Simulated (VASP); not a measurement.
# Cu3O2 (I4/mmm) in VASP: notebook

The runs below take Cu3O2 through single point, relaxation of cell and atoms, with PBEsol, r2SCAN, LDA, PBE.

Everything below comes from runs of VASP 6.6.1. Logs are shortened: lines on timing, memory, paths and dates and some standing lists are left out, and cuts for length are marked.

## (1) The cell of the first run

Symmetry: I4/mmm, No. 139, tetragonal system. Conventional cell: a = 4.046 Å, b = 4.046 Å, c = 7.347 Å, α = 90.00°, β = 90.00°, γ = 90.00°. Cu (site symmetry 4/mmm) has 4 O at 2.02 Å and 8 Cu at 2.73 Å within 2.8 Å. Within 2.4 Å of Cu (site symmetry -4m2) lie 2 O at 1.84 Å. Within 2.4 Å of O (site symmetry mmm) lie 4 Cu at 1.84 to 2.02 Å.

## (2) Single point, PBEsol

Input file INCAR:

```
  PREC = Accurate
  ENCUT = 520
  EDIFF = 1E-6
  ISMEAR = -1
  SIGMA = 0.03
  LREAL = F
  LASPH = T
  NELM = 60
  ALGO = Normal
  ISIF = 2
  LWAVE = F
  LCHARG = F
  GGA = PS
  NBANDS = 30
```

Input file KPOINTS:

```
regular mesh
0
Gamma
  5 5 5
```

Input file POSCAR:

```
Cu3O2
1.0
   -2.0229820000      2.0229820000      3.6736170000
    2.0229820000     -2.0229820000      3.6736170000
    2.0229820000      2.0229820000     -3.6736170000
Cu O
3 2
Direct
    0.0000000000      0.0000000000      0.0000000000
    0.7500000000      0.2500000000      0.5000000000
    0.2500000000      0.7500000000      0.5000000000
    0.5000000000      0.0000000000      0.5000000000
    0.0000000000      0.5000000000      0.5000000000
```

Potentials or basis: VASP PAW PBE potentials, release 64 (Cu, O).

On the command line:

```console
cat potpaw_PBE.64/Cu/POTCAR potpaw_PBE.64/O/POTCAR > POTCAR
mpirun -np 1 vasp_std > vasp.out
```

OUTCAR:

```text
PREC = Accurate
   ENCUT = 520
   EDIFF = 1E-6
   ISMEAR = -1
   LREAL = F
   LASPH = T
   NELM = 60
   ISIF = 2
   GGA = PS

 ion  position               nearest neighbor table
   1  0.000  0.000  0.000-   4 2.02   5 2.02   5 2.02   4 2.02   2 2.73   3 2.73   2 2.73   3 2.73
                             2 2.73   2 2.73   3 2.73   3 2.73
   2  0.750  0.250  0.500-   4 1.84   5 1.84   1 2.73   1 2.73   1 2.73   1 2.73
   3  0.250  0.750  0.500-   4 1.84   5 1.84   1 2.73   1 2.73   1 2.73   1 2.73
   4  0.500  0.000  0.500-   2 1.84   3 1.84   1 2.02   1 2.02
   5  0.000  0.500  0.500-   2 1.84   3 1.84   1 2.02   1 2.02

  LATTYP: Found a body centered tetragonal cell.
 ALAT       =     4.0459640000
 C/A-ratio  =     1.8159415160

  Lattice vectors:

 A1 = (  -2.0229820000,   2.0229820000,   3.6736170000)
 A2 = (   2.0229820000,  -2.0229820000,   3.6736170000)
 A3 = (   2.0229820000,   2.0229820000,  -3.6736170000)

Analysis of symmetry for initial positions (statically):
=====================================================================
 Subroutine PRICEL returns:
 Original cell was already a primitive cell.

 Routine SETGRP: Setting up the symmetry group for a
 body centered tetragonal supercell.

 Subroutine GETGRP returns: Found 16 space group operations
 (whereof 16 operations were pure point group operations)
 out of a pool of 16 trial point group operations.

The static configuration has the point symmetry D_4h.

Analysis of symmetry for dynamics (positions and initial velocities):
=====================================================================
 Subroutine PRICEL returns:
 Original cell was already a primitive cell.

 Routine SETGRP: Setting up the symmetry group for a
 body centered tetragonal supercell.

 Subroutine GETGRP returns: Found 16 space group operations
 (whereof 16 operations were pure point group operations)
 out of a pool of 16 trial point group operations.

The dynamic configuration has the point symmetry D_4h.

 Subroutine INISYM returns: Found 16 space group operations
 (whereof 16 operations are pure point group operations),
 and found     1 'primitive' translations

----------------------------------------------------------------------------------------

                                     Primitive cell

  volume of cell :      60.1365

  direct lattice vectors                    reciprocal lattice vectors
    -2.022982000  2.022982000  3.673617000     0.000000000  0.247159886  0.136105642
     2.022982000 -2.022982000  3.673617000     0.247159886  0.000000000  0.136105642
     2.022982000  2.022982000 -3.673617000     0.247159886  0.247159886  0.000000000

  length of vectors
     4.656218875  4.656218875  4.656218875     0.282157323  0.282157323  0.349536863

  position of ions in fractional coordinates (direct lattice)
     0.000000000  0.000000000  0.000000000
     0.750000000  0.250000000  0.500000000
     0.250000000  0.750000000  0.500000000
     0.500000000  0.000000000  0.500000000
     0.000000000  0.500000000  0.500000000

  ion indices of the primitive-cell ions
   primitive index   ion index
                 1           1
                 2           2
                 3           3
                 4           4
                 5           5

----------------------------------------------------------------------------------------

 KPOINTS: regular mesh

Automatic generation of k-mesh.
 Grid dimensions read from file:
 generate k-points for:    5    5    5

 Generating k-lattice:

  Cartesian coordinates                     Fractional coordinates (reciprocal lattice)
     0.000000000  0.049431977  0.027221128     0.200000000  0.000000000  0.000000000
     0.049431977  0.000000000  0.027221128     0.000000000  0.200000000  0.000000000
     0.049431977  0.049431977  0.000000000     0.000000000  0.000000000  0.200000000

  Length of vectors
     0.056431465  0.056431465  0.069907373

  Shift w.r.t. Gamma in fractional coordinates (k-lattice)
     0.000000000  0.000000000  0.000000000

 Subroutine IBZKPT returns following result:
 ===========================================

 Found     18 irreducible k-points:

 Following reciprocal coordinates:
            Coordinates               Weight
  0.000000  0.000000  0.000000      1.000000
  0.200000  0.000000 -0.000000      8.000000
  0.400000  0.000000  0.000000      8.000000
  0.200000  0.200000 -0.000000      8.000000
  0.400000  0.200000 -0.000000     16.000000
 -0.400000  0.200000  0.000000     16.000000
[... 10 lines left out ...]
 -0.400000  0.400000  0.400000      4.000000
 -0.400000 -0.400000  0.400000      2.000000
   k-points           NKPTS =     18   k-points in BZ     NKDIM =     18   number of bands    NBANDS=     30
   number of dos      NEDOS =    301   number of ions     NIONS =      5
   total plane-waves  NPLWV =  46656
   dimension x,y,z NGX =    36 NGY =   36 NGZ =   36
   dimension x,y,z NGXF=    72 NGYF=   72 NGZF=   72
[... 32 lines left out ...]
     AMIX     =   0.40;   BMIX     =  1.00
     AMIX_MAG =   1.60;   BMIX_MAG =  1.00
  volume/ion in A,a.u.               =      12.03        81.16
  Fermi-wavevector in a.u.,A,eV,Ry     =   1.486277  2.808656 30.055525  2.209019
  Thomas-Fermi vector in A             =   2.599583
   LORBIT       =      0    0 simple, 1 ext, 2 COOP (PROOUT), +10 PAW based schemes
   GGA     = PS    functional components
   LHFCALC =     F    Hartree Fock is set to
   AEXX    =    0.0000 exact exchange contribution
   IVDW    =     0    specifies the selected vdW correction
   LEPSILON=     F    determine dielectric tensor
   LRPA    =     F    only Hartree local field effects (RPA)
 non-spin polarized calculation
  energy-cutoff  :      520.00
  volume of cell :       60.14
 maximum number of plane-waves:      1661
   NGX = 17   NGY = 17   NGZ = 17

 number of electron      45.0000017 magnetization

 Free energy of the ion-electron system (eV)
  ---------------------------------------------------
  ext. energy  EPLUGINS =         0.00000000
  ---------------------------------------------------
  free energy    TOTEN  =       -24.92502544 eV

  energy without entropy =      -24.91553409  energy(sigma->0) =      -24.92027976

 E-fermi :   4.2669     XC(G=0): -11.4151

 val. band max:        4.2359795590   @ k =  -0.2000   0.2000   0.0000
 cond. band min:       4.3177887480   @ k =  -0.4000   0.2000   0.0000
 fundamental gap:      0.0818091890
 Fermi energy:         4.2668640720

 k-point     1 :       0.0000    0.0000    0.0000
  band No.  band energies     occupation
      1     -14.8670      2.00000
      2     -13.6187      2.00000
      3      -2.3792      2.00000
      4      -1.3739      2.00000
      5      -1.3739      2.00000
      6      -0.8154      2.00000
[... 22 lines left out ...]
     29      15.0627      0.00000
     30      15.2666      0.00000

 k-point     2 :       0.2000    0.0000   -0.0000
  band No.  band energies     occupation
      1     -14.7296      2.00000
      2     -13.7124      2.00000
      3      -2.3157      2.00000
      4      -1.6978      2.00000
      5      -1.2296      2.00000
      6      -1.1763      2.00000
[... 22 lines left out ...]
     29      14.6641      0.00000
     30      15.6818      0.00000

 k-point     3 :       0.4000    0.0000    0.0000
  band No.  band energies     occupation
      1     -14.3907      2.00000
      2     -13.9799      2.00000
      3      -2.2028      2.00000
      4      -2.1184      2.00000
      5      -1.6768      2.00000
      6      -0.8669      2.00000
[... 22 lines left out ...]
     29      13.5942      0.00000
     30      14.8551      0.00000

 k-point     4 :       0.2000    0.2000   -0.0000
  band No.  band energies     occupation
      1     -14.5459      2.00000
      2     -13.8465      2.00000
      3      -1.9172      2.00000
      4      -1.9090      2.00000
      5      -1.8555      2.00000
      6      -1.2354      2.00000
[... 418 lines left out ...]
     29      13.7920      0.00000
     30      15.4760      0.00000

 k-point    17 :      -0.4000    0.4000    0.4000
  band No.  band energies     occupation
      1     -14.3799      2.00000
      2     -14.0337      2.00000
      3      -3.4054      2.00000
      4      -1.4384      2.00000
      5      -0.8059      2.00000
      6      -0.0575      2.00000
[... 22 lines left out ...]
     29      15.3744      0.00000
     30      15.7827      0.00000

 k-point    18 :      -0.4000   -0.4000    0.4000
  band No.  band energies     occupation
      1     -14.5185      2.00000
      2     -13.9425      2.00000
      3      -3.3302      2.00000
      4      -0.9351      2.00000
      5      -0.9351      2.00000
      6      -0.1594      2.00000
[... 22 lines left out ...]
     29      13.8515      0.00000
     30      16.9643      0.00000

------------------------ aborting loop because EDIFF is reached ----------------------------------------

  FORCE on cell =-STRESS in cart. coord.  units (eV):
  Direction    XX          YY          ZZ          XY          YZ          ZX
  --------------------------------------------------------------------------------------
  -------------------------------------------------------------------------------------
  Total       -1.6315521     -1.6315521     -2.7949120      0.0000000      0.0000000      0.0000000
  in kB      -43.4683969    -43.4683969    -74.4630485      0.0000000      0.0000000      0.0000000
  external PRESSURE =     -53.7999475 kB  Pullay stress =       0.0000000 kB

 VOLUME and BASIS-vectors are now :
 -----------------------------------------------------------------------------
  energy-cutoff  :      520.00
  volume of cell :       60.14
      direct lattice vectors                 reciprocal lattice vectors
    -2.022982000  2.022982000  3.673617000     0.000000000  0.247159886  0.136105642
     2.022982000 -2.022982000  3.673617000     0.247159886  0.000000000  0.136105642
     2.022982000  2.022982000 -3.673617000     0.247159886  0.247159886  0.000000000

 POSITION                                       TOTAL-FORCE (eV/Angst)
 -----------------------------------------------------------------------------------
      0.00000      0.00000      0.00000        -0.000000     -0.000000     -0.000000
      0.00000      2.02298      1.83681         0.000000      0.000000      0.000000
      2.02298      0.00000      1.83681         0.000000     -0.000000     -0.000000
      0.00000      2.02298      0.00000        -0.000000     -0.000000     -0.000000
      2.02298      0.00000      0.00000        -0.000000     -0.000000     -0.000000
 -----------------------------------------------------------------------------------
    total drift:                                0.000000      0.000000      0.000000

  FREE ENERGIE OF THE ION-ELECTRON SYSTEM (eV)
  ---------------------------------------------------
  free  energy   TOTEN  =       -24.9250254409 eV

  energy  without entropy=      -24.9155340876  energy(sigma->0) =      -24.92027976
```

Wall time 34 s (1 thread of AMD EPYC 9R45 (Zen 5), shared host); peak memory 0.18 GiB.

Results:

| Property | Result |
| --- | --- |
| Free energy | -24.9250 eV |
| Pressure | -5.4 GPa |
| Band gap on the k mesh | zero (an odd number of electrons rules out a gap without spin polarisation) |

Stress tensor (GPa, compression positive):
```
-4.35  0.00  0.00
 0.00 -4.35  0.00
 0.00  0.00 -7.45
```

Caveat: the cell stands under tension; the PAW data sets were made with another functional, which shifts forces and pressure a little; an odd number of electrons without spin polarisation forces a metal; a magnetic or distorted state may lie lower.

## (3) Single point, r2SCAN

POSCAR is that of step 2.

Input file INCAR.step1:

```
PREC = Accurate
ENCUT = 520
ISMEAR = -1
SIGMA = 0.05
LREAL = False
LASPH = True
NELM = 60
NBANDS = 30
GGA = PE
ALGO = Normal
EDIFF = 1E-4
LWAVE = True
LCHARG = False
```

Input file INCAR.step2:

```
PREC = Accurate
ENCUT = 520
EDIFF = 1E-6
ISMEAR = -1
SIGMA = 0.05
LREAL = False
LASPH = True
NELM = 60
ALGO = Normal
ISIF = 2
LWAVE = False
LCHARG = False
METAGGA = R2SCAN
LMIXTAU = True
NBANDS = 30
ISTART = 1
```

Input file KPOINTS:

```
Automatic mesh
0
Gamma
  9 9 9
```

Potentials or basis: VASP PAW PBE potentials, release 64 (Cu, O).

On the command line:

```console
cat potpaw_PBE.64/Cu/POTCAR potpaw_PBE.64/O/POTCAR > POTCAR
cp INCAR.step1 INCAR
mpirun -np 1 vasp_std > vasp.out
cp INCAR.step2 INCAR
mpirun -np 1 vasp_std > vasp.out
```

Wall time 8.1 min (1 thread of AMD EPYC 9R45 (Zen 5), shared host); peak memory 0.25 GiB.

It converged, with:

| Quantity | Value |
| --- | --- |
| Free energy | -46.5415 eV |
| Pressure | -3.7 GPa |
| Band gap on the k mesh | zero (an odd number of electrons rules out a gap without spin polarisation) |

Stress tensor (GPa, compression positive):
```
-3.17  0.00  0.00
 0.00 -3.17  0.00
 0.00  0.00 -4.63
```

Levels at points of the mesh, in eV from the Fermi level:
```
           k point  band 20  band 21  band 22  band 23  band 24  band 25  band 26  band 27
(0.00, 0.00, 0.00)    -1.57    -0.90    -0.90     0.44     0.69     5.52     5.52     7.49
```

Caveat: the cell stands under tension; the PAW data sets were made with another functional, which shifts forces and pressure a little; an odd number of electrons without spin polarisation forces a metal; a magnetic or distorted state may lie lower.

## (4) Relaxation of cell and atoms, LDA

Input file INCAR:

```
SYSTEM = Cu3O2
ALGO     = Normal         ! electronic algorithm
EDIFF    = 1E-6           ! SCF threshold, eV
EDIFFG   = -0.01          ! ionic threshold
ENCUT    = 600            ! plane-wave cutoff, eV
IBRION   = 2              ! ionic algorithm
ISIF     = 3              ! what is computed and relaxed
ISMEAR   = -1             ! smearing method
LASPH    = .True.         ! aspherical terms in the spheres
LCHARG   = .False.        ! write CHGCAR
LREAL    = .False.        ! projectors in reciprocal space
LWAVE    = .False.        ! write WAVECAR
NELM     = 80             ! most SCF steps
NSW      = 60             ! ionic steps
PREC     = Accurate       ! precision mode
SIGMA    = 0.05           ! smearing width, eV
```

Input file KPOINTS:

```
k-points
0
Gamma
  9 9 9
  0 0 0
```

POSCAR is that of step 3.

Potentials or basis: VASP PAW LDA potentials, release 64 (Cu, O).

On the command line:

```console
cat potpaw_LDA.64/Cu/POTCAR potpaw_LDA.64/O/POTCAR > POTCAR
mpirun -np 1 vasp_std > vasp.out
```

Run time: 16 min. Hardware: 1 thread of AMD EPYC 9R45 (Zen 5), shared host; peak memory 0.25 GiB.

It converged, with:

| Quantity | Value |
| --- | --- |
| Free energy | -27.2589 eV |
| Relaxed volume | 11.02 Å³/atom |
| Relaxed cell | a = 4.542 Å, b = 4.542 Å, c = 4.542 Å, α = 129.01°, β = 129.01°, γ = 74.99° |
| Space group after relaxing (to 0.1 Å) | I4/mmm (No. 139) |
| Energy gained by relaxing | 34.8 meV/atom |
| Ionic steps | 12 |
| Pressure after relaxing | 0.1 GPa |
| Band gap on the k mesh | zero (an odd number of electrons rules out a gap without spin polarisation) |

Stress tensor (GPa, compression positive):
```
 0.12  0.00  0.00
 0.00  0.12  0.00
 0.00  0.00 -0.06
```

Step by step:
| step | energy change (eV) | largest force (eV/Å) | pressure (GPa) | volume (Å³) |
| --- | --- | --- | --- | --- |
| 1 | 0.0000 | 0.0000 | -10.94 | 60.14 |
| 2 | -0.0016 | 0.0000 | 11.83 | 53.26 |
| 3 | -0.1477 | 0.0000 | -1.21 | 56.50 |
| 4 | -0.1477 | 0.0000 | -0.89 | 56.43 |
| 5 | -0.1716 | 0.0000 | -0.30 | 55.47 |
| 6 | -0.1739 | 0.0000 | 0.32 | 54.94 |
| 7 | -0.1741 | 0.0000 | 0.20 | 55.04 |
| 8 | -0.1740 | 0.0000 | 0.26 | 55.01 |
| 9 | -0.1741 | 0.0000 | -0.16 | 55.15 |
| 10 | -0.1741 | 0.0000 | -0.04 | 55.10 |
| 11 | -0.1741 | 0.0000 | 0.17 | 55.08 |
| 12 | -0.1741 | 0.0000 | 0.06 | 55.09 |

Final structure:
```cif
data_structure
_symmetry_space_group_name_H-M 'P 1'
_symmetry_Int_Tables_number 1
_cell_length_a 4.5420
_cell_length_b 4.5420
_cell_length_c 4.5420
_cell_angle_alpha 129.011
_cell_angle_beta 129.011
_cell_angle_gamma 74.992
_cell_volume 55.09
loop_
_atom_site_label
_atom_site_type_symbol
_atom_site_fract_x
_atom_site_fract_y
_atom_site_fract_z
_atom_site_occupancy
Cu1 Cu 0.00000 0.00000 0.00000 1
Cu2 Cu 0.75000 0.25000 0.50000 1
Cu3 Cu 0.25000 0.75000 0.50000 1
O1 O 0.50000 0.00000 0.50000 1
O2 O 0.00000 0.50000 0.50000 1
```

Levels at points of the mesh, in eV from the Fermi level:
| k point | band 21 | band 22 | band 23 | band 24 | band 25 | band 26 |
| --- | --- | --- | --- | --- | --- | --- |
| (0.00, 0.00, 0.00) | -0.94 | -0.94 | 0.44 | 0.62 | 5.19 | 5.19 |

Caveat: an odd number of electrons without spin polarisation forces a metal; a magnetic or distorted state may lie lower.

## (5) Single point, PBE

This run uses another cell than the first one, of 12.14 Å³/atom.

Input file INCAR:

```
PREC = Accurate
ENCUT = 700
EDIFF = 1E-6
ISMEAR = -1
SIGMA = 0.05
LREAL = False
LASPH = True
NELM = 120
ALGO = Normal
ISIF = 2
LWAVE = False
LCHARG = False
GGA = PE
NBANDS = 42
GGA_COMPAT = False
```

Input file KPOINTS:

```
regular mesh
0
Gamma
  9 9 9
```

Edit POSCAR of step 4 so:

```diff
@@ -2,5 +2,5 @@
 1.0
-   -2.0229820000      2.0229820000      3.6736170000
-    2.0229820000     -2.0229820000      3.6736170000
-    2.0229820000      2.0229820000     -3.6736170000
+   -2.0333701494      2.0333701494      3.6701244757
+    2.0333701494     -2.0333701494      3.6701244757
+    2.0333701494      2.0333701494     -3.6701244757
 Cu O
```

Potentials or basis: VASP PAW PBE potentials, release 64 (Cu_sv_GW, O).

On the command line:

```console
cat potpaw_PBE.64/Cu_sv_GW/POTCAR potpaw_PBE.64/O/POTCAR > POTCAR
mpirun -np 1 vasp_std > vasp.out
```

Run time: 8.7 min. Hardware: 1 thread of Intel Xeon Platinum 8488C (Sapphire Rapids), shared host; peak memory 0.42 GiB.

The run converged. Its results:

```yaml
Free_energy: -22.9242 eV
Pressure: -3.0 GPa
Band_gap_on_the_k_mesh: zero (an odd number of electrons rules out a gap without spin polarisation)
```

Stress tensor (GPa, compression positive):
```
-3.05  0.00  0.00
 0.00 -3.05  0.00
 0.00  0.00 -2.93
```

Levels at points of the mesh, in eV from the Fermi level:
```tsv
k point	band 33	band 34	band 35	band 36	band 37	band 38
(0.00, 0.00, 0.00)	-0.75	-0.75	0.39	0.48	5.15	5.15
```

Caveat: the cell stands under tension; an odd number of electrons without spin polarisation forces a metal; a magnetic or distorted state may lie lower. With open d or f shells a metallic result of PBE can be an artefact of self-interaction; +U or a hybrid may open a gap.

## (6) Summary

```csv
task,level,potentials or basis,cell,k mesh,cutoff (eV),smearing,gap on the mesh (eV),pressure (GPa)
single point,PBEsol,"VASP PAW PBE potentials, release 64 (Cu, O)","a = 4.656 Å, angles 128.5, 128.5, 75.8°, 5 atoms",5 × 5 × 5,520,fermi-dirac 0.03 eV,none,-5.4
single point,r2SCAN,"VASP PAW PBE potentials, release 64 (Cu, O)","a = 4.656 Å, angles 128.5, 128.5, 75.8°, 5 atoms",9 × 9 × 9,520,fermi-dirac 0.05 eV,none,-3.7
relaxation of cell and atoms,LDA,"VASP PAW LDA potentials, release 64 (Cu, O)","relaxed from a = 4.656 Å, angles 128.5, 128.5, 75.8°, 5 atoms",9 × 9 × 9,600,fermi-dirac 0.05 eV,none,0.1
single point,PBE,"VASP PAW PBE potentials, release 64 (Cu_sv_GW, O)","a = 4.663 Å, angles 128.3, 128.3, 76.2°, 5 atoms",9 × 9 × 9,700,fermi-dirac 0.05 eV,none,-3.0
```

Alike in all rows: no spin polarisation.

Caveats: an odd number of electrons without spin polarisation forces a metal; a magnetic or distorted state may lie lower; the cell stands under tension (at least some runs); the PAW data sets were made with another functional, which shifts forces and pressure a little (at least some runs).

Absolute energies hang on the potentials; compare differences alone.
